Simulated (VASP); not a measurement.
# Ti in VASP: notebook

Runs on Ti. Level: LDA. Tasks: single point.

Program: VASP 6.6.1. These are calculated values, not measurements. Logs are shortened: lines on timing, memory, paths and dates and some standing lists are left out, and cuts for length are marked.

**1. The cell of the first run**

The structure is tetragonal, space group I4/mmm (No. 139). The conventional cell has a = 2.829 Å, b = 2.829 Å, c = 3.931 Å, α = 90.00°, β = 90.00°, γ = 90.00°. Ti (site symmetry 4/mmm) has 12 Ti at 2.80 to 2.83 Å within 3.7 Å.

**2. Single point, LDA (normal strain along x -0.0175, normal strain along y +0.0000)**

Input file INCAR:

```
ALGO     = Normal         # electronic algorithm
EDIFF    = 1E-7           # SCF threshold, eV
ENCUT    = 520            # plane-wave cutoff, eV
ISIF     = 2              # what is computed and relaxed
ISMEAR   = 0              # smearing method
LASPH    = True           # aspherical terms in the spheres
LCHARG   = False          # write CHGCAR
LREAL    = False          # projectors in reciprocal space
LWAVE    = False          # write WAVECAR
NBANDS   = 12             # bands
NELM     = 100            # most SCF steps
PREC     = Accurate       # precision mode
SIGMA    = 0.15           # smearing width, eV
```

Input file KPOINTS:

```
k-points
0
Gamma
  20 20 20
```

Input file POSCAR:

```
Ti
1.0
    0.0000000000      2.0005340298      2.0005340298
    1.9655246843      0.0000000000      2.0005340298
    1.9655246843      2.0005340298      0.0000000000
Ti
1
Direct
    0.0000000000      0.0000000000      0.0000000000
```

Potentials or basis: VASP PAW LDA potentials, release 64 (Ti_sv).

Run with:

```bash
cat potpaw_LDA.64/Ti_sv/POTCAR > POTCAR
mpirun -np 1 vasp_std > vasp.out
```

OUTCAR:

```text
EDIFF = 1E-7
   ENCUT = 520
   ISIF = 2
   ISMEAR = 0
   LASPH = True
   LREAL = False
   NELM = 100
   PREC = Accurate

 ion  position               nearest neighbor table
   1  0.000  0.000  0.000-

  LATTYP: Found a body centered tetragonal cell.
 ALAT       =     2.8291823569
 C/A-ratio  =     1.3894648250

  Lattice vectors:

 A1 = (  -1.9655246843,   0.0000000000,  -2.0005340298)
 A2 = (  -1.9655246843,   0.0000000000,   2.0005340298)
 A3 = (   1.9655246843,   2.0005340298,   0.0000000000)

Analysis of symmetry for initial positions (statically):
=====================================================================
 Subroutine PRICEL returns:
 Original cell was already a primitive cell.

 Routine SETGRP: Setting up the symmetry group for a
 body centered tetragonal supercell.

 Subroutine GETGRP returns: Found 16 space group operations
 (whereof 16 operations were pure point group operations)
 out of a pool of 16 trial point group operations.

The static configuration has the point symmetry D_4h.

Analysis of symmetry for dynamics (positions and initial velocities):
=====================================================================
 Subroutine PRICEL returns:
 Original cell was already a primitive cell.

 Routine SETGRP: Setting up the symmetry group for a
 body centered tetragonal supercell.

 Subroutine GETGRP returns: Found 16 space group operations
 (whereof 16 operations were pure point group operations)
 out of a pool of 16 trial point group operations.

The dynamic configuration has the point symmetry D_4h.

 Subroutine INISYM returns: Found 16 space group operations
 (whereof 16 operations are pure point group operations),
 and found     1 'primitive' translations

----------------------------------------------------------------------------------------

                                     Primitive cell

  volume of cell :      15.7326

  direct lattice vectors                    reciprocal lattice vectors
     0.000000000  2.000534030  2.000534030    -0.254385002  0.249933264  0.249933264
     1.965524684  0.000000000  2.000534030     0.254385002 -0.249933264  0.249933264
     1.965524684  2.000534030  0.000000000     0.254385002  0.249933264 -0.249933264

  length of vectors
     2.829182357  2.804536270  2.804536270     0.435482493  0.435482493  0.435482493

  position of ions in fractional coordinates (direct lattice)
     0.000000000  0.000000000  0.000000000

  ion indices of the primitive-cell ions
   primitive index   ion index
                 1           1

----------------------------------------------------------------------------------------

 KPOINTS: k-points

Automatic generation of k-mesh.
 Grid dimensions read from file:
 generate k-points for:   20   20   20

 Generating k-lattice:

  Cartesian coordinates                     Fractional coordinates (reciprocal lattice)
    -0.012719250  0.012496663  0.012496663     0.050000000  0.000000000  0.000000000
     0.012719250 -0.012496663  0.012496663     0.000000000  0.050000000 -0.000000000
     0.012719250  0.012496663 -0.012496663     0.000000000 -0.000000000  0.050000000

  Length of vectors
     0.021774125  0.021774125  0.021774125

  Shift w.r.t. Gamma in fractional coordinates (k-lattice)
     0.000000000  0.000000000  0.000000000

 Subroutine IBZKPT returns following result:
 ===========================================

 Found    641 irreducible k-points:

 Following reciprocal coordinates:
            Coordinates               Weight
  0.000000  0.000000  0.000000      1.000000
  0.050000  0.000000  0.000000      8.000000
  0.100000  0.000000  0.000000      8.000000
  0.150000  0.000000  0.000000      8.000000
  0.200000  0.000000  0.000000      8.000000
  0.250000  0.000000  0.000000      8.000000
[... 16 lines left out ...]
 -0.400000  0.050000 -0.000000     16.000000
 -0.350000  0.050000  0.000000     16.000000
 [... further k-points ...]
   k-points           NKPTS =    641   k-points in BZ     NKDIM =    641   number of bands    NBANDS=     12
   number of dos      NEDOS =    301   number of ions     NIONS =      1
   total plane-waves  NPLWV =  13824
   dimension x,y,z NGX =    24 NGY =   24 NGZ =   24
   dimension x,y,z NGXF=    48 NGYF=   48 NGZF=   48
   ions per type =               1
   NGX,Y,Z   is equivalent  to a cutoff of  14.10, 14.23, 14.23 a.u.
   NGXF,Y,Z  is equivalent  to a cutoff of  28.21, 28.45, 28.45 a.u.
 SYSTEM =  unknown system
   PREC   = accura    normal or accurate (medium, high low for compatibility)
   ISTART =      0    job   : 0-new  1-cont  2-samecut
   ICHARG =      2    charge: 1-file 2-atom 10-const
   ISPIN  =      1    spin polarized calculation?
   LNONCOLLINEAR =      F non collinear calculations
   LSORBIT =      F    spin-orbit coupling
   LASPH  =      T    aspherical Exc in radial PAW
   ENCUT  =  520.0 eV  38.22 Ry    6.18 a.u.   5.26  5.21  5.21*2*pi/ulx,y,z
   NELM   =    100;   NELMIN=  2; NELMDL= -5     # of ELM steps
   EDIFF  = 0.1E-06   stopping-criterion for ELM
   LREAL  =      F    real-space projection
   EDIFFG = 0.1E-05   stopping-criterion for IOM
   NSW    =      0    number of steps for IOM
   IBRION =     -1    ionic relax: 0-MD 1-quasi-New 2-CG
   NFREE  =      0    steps in history (QN), initial steepest desc. (CG)
   ISIF   =      2    stress and relaxation
   ISYM   =      2    0-nonsym 1-usesym 2-fastsym
   POTIM  = 0.5000    time-step for ionic-motion
   TEBEG  =    0.0;   TEEND  =   0.0 temperature during run
   PSTRESS=    0.0 pullay stress
   NELECT =      12.0000    total number of electrons
   NUPDOWN=      -1.0000    fix difference up-down
   EMIN   =  10.00;   EMAX   =-10.00  energy-range for DOS
   EFERMI =   0.00;   METHOD = LEGACY
   ISMEAR =     0;   SIGMA  =   0.15  broadening in eV -4-tet -1-fermi 0-gaus
   EFERMI_NEDOS =   21; number of points for ismear=-14 and -15
   IALGO  =     38    algorithm
   IMIX   =      4    mixing-type and parameters
     AMIX     =   0.40;   BMIX     =  1.00
     AMIX_MAG =   1.60;   BMIX_MAG =  1.00
  volume/ion in A,a.u.               =      15.73       106.17
  Fermi-wavevector in a.u.,A,eV,Ry     =   1.495783  2.826619 30.441203  2.237365
  Thomas-Fermi vector in A             =   2.607883
   LORBIT       =      0    0 simple, 1 ext, 2 COOP (PROOUT), +10 PAW based schemes
   GGA     = CA    functional components
   LHFCALC =     F    Hartree Fock is set to
   AEXX    =    0.0000 exact exchange contribution
   IVDW    =     0    specifies the selected vdW correction
   LEPSILON=     F    determine dielectric tensor
   LRPA    =     F    only Hartree local field effects (RPA)
 non-spin polarized calculation
 Gauss-broadening in eV      SIGMA  =   0.15
  energy-cutoff  :      520.00
  volume of cell :       15.73
 maximum number of plane-waves:       444
 NGX is ok and might be reduce to    24
   NGX = 11   NGY = 11   NGZ = 11

 number of electron      11.9999998 magnetization

 Free energy of the ion-electron system (eV)
  ---------------------------------------------------
  ext. energy  EPLUGINS =         0.00000000
  ---------------------------------------------------
  free energy    TOTEN  =        -8.50614782 eV

  energy without entropy =       -8.48884775  energy(sigma->0) =       -8.49749779

 E-fermi :   9.0771     XC(G=0): -12.2655

 val. band max:        9.0644657679   @ k =  -0.3500   0.3500   0.2500
 cond. band min:       9.0772635585   @ k =  -0.2000   0.3000   0.1500
 fundamental gap:      0.0127977907
 Fermi energy:         9.0771052874

 k-point     1 :       0.0000    0.0000    0.0000
  band No.  band energies     occupation
      1     -46.7931      2.00000
      2     -22.8835      2.00000
      3     -22.8835      2.00000
      4     -22.8795      2.00000
      5       2.8462      2.00000
      6       9.9249      0.00000
      7       9.9249      0.00000
      8      10.0790      0.00000
      9      11.7235      0.00000
     10      11.9055      0.00000
     11      24.9746      0.00000
     12      29.6975      0.00000

 k-point     2 :       0.0500    0.0000    0.0000
  band No.  band energies     occupation
      1     -46.7885      2.00000
      2     -22.9066      2.00000
      3     -22.8867      2.00000
      4     -22.8834      2.00000
      5       2.9358      2.00000
      6       9.8903      0.00000
      7       9.9587      0.00000
      8      10.0902      0.00000
      9      11.7023      0.00000
     10      11.8805      0.00000
     11      25.0681      0.00000
     12      29.1234      0.00000

 k-point     3 :       0.1000    0.0000    0.0000
  band No.  band energies     occupation
      1     -46.7751      2.00000
      2     -22.9767      2.00000
      3     -22.8961      2.00000
      4     -22.8913      2.00000
      5       3.1987      2.00000
      6       9.7510      0.00000
      7      10.0486      0.00000
      8      10.1632      0.00000
      9      11.6533      0.00000
     10      11.8191      0.00000
     11      25.2925      0.00000
     12      27.8070      0.00000

 k-point     4 :       0.1500    0.0000    0.0000
  band No.  band energies     occupation
      1     -46.7541      2.00000
      2     -23.0850      2.00000
      3     -22.9106      2.00000
      4     -22.9034      2.00000
      5       3.6164      2.00000
      6       9.5355      0.00002
      7      10.1551      0.00000
      8      10.2727      0.00000
      9      11.6230      0.00000
     10      11.7631      0.00000
     11      25.3752      0.00000
     12      26.5352      0.00000

 k-point     5 :       0.2000    0.0000    0.0000
  band No.  band energies     occupation
      1     -46.7275      2.00000
      2     -23.2198      2.00000
      3     -22.9288      2.00000
      4     -22.9185      2.00000
      5       4.1557      2.00000
      6       9.3060      0.03095
      7      10.2133      0.00000
      8      10.3485      0.00000
      9      11.6835      0.00000
     10      11.7819      0.00000
     11      24.4959      0.00000
     12      26.0966      0.00000
[... 228 lines left out ...]
      1     -46.5993      2.00000
      2     -23.8199      2.00000
      3     -23.0256      2.00000
      4     -22.9960      2.00000
      5       6.3253      2.00000
      6       9.5888      0.00000
      7       9.9189      0.00000
      8      10.0823      0.00000
      9      13.0583      0.00000
     10      13.2436      0.00000
     11      18.3672      0.00000
     12      24.2857      0.00000

 k-point    22 :      -0.4500    0.0500   -0.0000
  band No.  band energies     occupation
      1     -46.6008      2.00000
      2     -23.8131      2.00000
      3     -23.0278      2.00000
      4     -22.9918      2.00000
      5       6.3155      2.00000
      6       9.6046      0.00000
      7       9.9182      0.00000
      8      10.0361      0.00000
      9      12.9659      0.00000
     10      13.2819      0.00000
     11      18.4657      0.00000
     12      24.3098      0.00000

 k-point    23 :      -0.4000    0.0500   -0.0000
  band No.  band energies     occupation
      1     -46.6116      2.00000
      2     -23.7636      2.00000
      3     -23.0238      2.00000
      4     -22.9823      2.00000
      5       6.2271      2.00000
      6       9.5466      0.00001
      7       9.8224      0.00000
      8      10.0090      0.00000
      9      12.7434      0.00000
     10      13.1510      0.00000
     11      19.1175      0.00000
     12      24.5100      0.00000

 k-point    24 :      -0.3500    0.0500    0.0000
  band No.  band energies     occupation
      1     -46.6305      2.00000
      2     -23.6757      2.00000
      3     -23.0137      2.00000
      4     -22.9687      2.00000
      5       6.0046      2.00000
      6       9.2556      0.09240
      7       9.8723      0.00000
      8      10.1041      0.00000
      9      12.4305      0.00000
     10      12.8968      0.00000
     11      20.1468      0.00000
     12      24.8605      0.00000

 [... further k-points ...]

------------------------ aborting loop because EDIFF is reached ----------------------------------------

  FORCE on cell =-STRESS in cart. coord.  units (eV):
  Direction    XX          YY          ZZ          XY          YZ          ZX
  --------------------------------------------------------------------------------------
  -------------------------------------------------------------------------------------
  Total        0.2478927      0.1871068      0.1871068      0.0000000      0.0000000      0.0000000
  in kB       25.2449198     19.0546015     19.0546015      0.0000000      0.0000000      0.0000000
  external PRESSURE =      21.1180409 kB  Pullay stress =       0.0000000 kB

 VOLUME and BASIS-vectors are now :
 -----------------------------------------------------------------------------
  energy-cutoff  :      520.00
  volume of cell :       15.73
      direct lattice vectors                 reciprocal lattice vectors
     0.000000000  2.000534030  2.000534030    -0.254385002  0.249933264  0.249933264
     1.965524684  0.000000000  2.000534030     0.254385002 -0.249933264  0.249933264
     1.965524684  2.000534030  0.000000000     0.254385002  0.249933264 -0.249933264

 POSITION                                       TOTAL-FORCE (eV/Angst)
 -----------------------------------------------------------------------------------
      0.00000      0.00000      0.00000         0.000000      0.000000     -0.000000
 -----------------------------------------------------------------------------------
    total drift:                               -0.000000     -0.000000     -0.000000

  FREE ENERGIE OF THE ION-ELECTRON SYSTEM (eV)
  ---------------------------------------------------
  free  energy   TOTEN  =        -8.5061478215 eV

  energy  without entropy=       -8.4888477499  energy(sigma->0) =       -8.49749779
```

Wall time 77 s (1 thread of AMD EPYC 9R45 (Zen 5), shared host); peak memory 0.19 GiB.

What came out:

| Item | Value |
| --- | --- |
| Free energy | -8.5061 eV |
| Pressure | 2.1 GPa |
| Band gap on the k mesh | zero (bands 6 and 7 overlap by 1.34 eV) |

Caveat: the cell differs from its parent crystal (normal strain along x -0.0175, normal strain along y +0.0000).

(Continued in part 2 of 3.)
